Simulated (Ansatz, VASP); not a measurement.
## One calculation of Cu, two programs

```
Cu
1.0
     0.00000    1.82500    1.82500
     1.82500    0.00000    1.82500
     1.82500    1.82500    0.00000
Cu
1
Cartesian
  0.0000 0.0000 0.0000
```

Alike in both runs: task single point; functional PBEsol; k mesh 8 × 8 × 8; occupations gaussian, width 0.1 eV; no spin polarisation.

```csv
,VASP,Ansatz
version,VASP 6.6.1,Ansatz 0.2.0
potentials or method,"VASP PAW PBE potentials, release 64 (Cu_sv_GW), cutoff 700 eV","scalar-relativistic, plane waves, PAW"
valence electrons in the cell,19,19
```

Ansatz gave:

| Quantity | Value |
| --- | --- |
| gap on the k mesh at the Fermi level (eV) | none |
| pressure (GPa) | -9.3 |

Task: What did VASP give for the same quantities?

Result: gap on the k mesh at the Fermi level (eV): none; pressure (GPa): -13.8.

VASP's potentials were made for PBE, not for PBEsol, and Ansatz warns of the same on its side. A gap of «none» marks a metal or a gap that the smearing closes. One of these differences is far larger than is usual between the two programs; its cause wasn't traced.

The k mesh is coarse, so the values compare programs but aren't converged.
